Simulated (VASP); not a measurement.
Crystal: AlP.

```
Al P
1.0
     0.00000    2.65708    2.65708
     2.65708    0.00000    2.65708
     2.65708    2.65708    0.00000
Al P
1 1
Direct
  0.00000 0.00000 0.00000
  0.25000 0.25000 0.25000
```

This cell differs from its parent crystal: strain -3.0%.

Base run:

- Program: VASP 6.6.1
- Functional: r2SCAN
- Potentials or basis: VASP PAW PBE potentials, release 64 (Al, P)
- Cutoff: 550 eV
- k mesh: 8 × 8 × 8
- Occupations: gaussian, width 0.01 eV
- Spin: no spin polarisation

Its results: band gap on the k mesh 1.75 eV, indirect (least direct gap 4.10 eV); pressure 9.6 GPa.

Problem. The run is repeated on the same cell with these changes: functional from r2SCAN to PBE; cutoff from 550 eV to 500 eV; occupations from gaussian, width 0.01 eV to fermi-dirac, width 0.02 eV. What comes out?

Solution. Band gap on the k mesh 1.41 eV, indirect (least direct gap 3.68 eV); pressure 10.9 GPa.

Caveats: the PAW data sets were made with another functional, which shifts forces and pressure a little (some runs).

A k mesh can miss the band edges.
